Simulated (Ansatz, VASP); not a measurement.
TlBr in VASP and in Ansatz

POSCAR

```
TlBr
1.0
    3.9949064284      0.0000000000      0.0000000000
    0.0000000000      3.9949064284      0.0000000000
    0.0000000000      0.0000000000      3.9949064284
Tl Br
1 1
Direct
    0.0000000000      0.0000000000      0.0000000000
    0.5000000000      0.5000000000      0.5000000000
```

Contents of INCAR.step1:

```
SYSTEM = TlBr
ALGO = Normal
EDIFF = 1E-5
ENCUT = 400
GGA = PE
GGA_COMPAT = .False.
ISIF = 2
ISMEAR = 0
LASPH = .True.
LCHARG = .False.
LREAL = .False.
LWAVE = .True.
NBANDS = 17
NELM = 120
PREC = Accurate
SIGMA = 0.01
```

Contents of INCAR.step2:

```
SYSTEM = TlBr
ALGO = Normal
EDIFF = 1E-6
ENCUT = 400
GGA = PE
GGA_COMPAT = .False.
HFSCREEN = 0.2079
ISIF = 2
ISMEAR = 0
ISTART = 1
LASPH = .True.
LCHARG = .False.
LHFCALC = .True.
LREAL = .False.
LWAVE = .False.
NBANDS = 17
NELM = 120
PREC = Accurate
PRECFOCK = Normal
SIGMA = 0.01
```

The input KPOINTS:

```
k-points
0
Gamma
  4 4 4
  0 0 0
```

Input for Ansatz:

```yaml
crystal:
  lattice:
    - [3.9949064284, 0.0, 0.0]
    - [0.0, 3.9949064284, 0.0]
    - [0.0, 0.0, 3.9949064284]
  atoms:
    - { symbol: Tl, position: [0.0, 0.0, 0.0] }
    - { symbol: Br, position: [0.5, 0.5, 0.5] }
kpoints:
  mp_grid: { grid: [4, 4, 4] }
  band_path:
    path:
      - [0.0, 0.0, 0.0]
      - [0.0, 0.5, 0.0]
      - [0.5, 0.5, 0.0]
      - [0.5, 0.5, 0.5]
      - [0.0, 0.0, 0.5]
    npoints: 1
hamiltonian:
  xc: hse06
scf:
  occupations: { method: fixed }
  n_extra_bands: 4
output:
  forces: true
  stress: true
  eigenvalues: true
```

Alike in both runs: task single point; functional HSE06; k mesh 4 × 4 × 4; no spin polarisation.

|  | VASP | Ansatz |
| --- | --- | --- |
| version | VASP 6.6.1 | Ansatz 0.2.0 |
| potentials or method | VASP PAW PBE potentials, release 64 (Tl_d, Br) | plane waves, PAW |
| plane-wave cutoff (eV) | 400 | 420 |
| occupations | gaussian, width 0.01 eV | fixed |
| valence electrons in the cell | 20 | 20 |

Ansatz gave:

```
gap on the k mesh at the Fermi level (eV) : 2.58
pressure (GPa)                            : 0.7
```

**Question.** What did VASP give for the same quantities?

**Answer.** gap on the k mesh at the Fermi level (eV): 2.59; pressure (GPa): 0.6.

Ansatz's warnings: stress exchange threshold loose, stress scf threshold loose.

Spin-orbit coupling is off throughout.
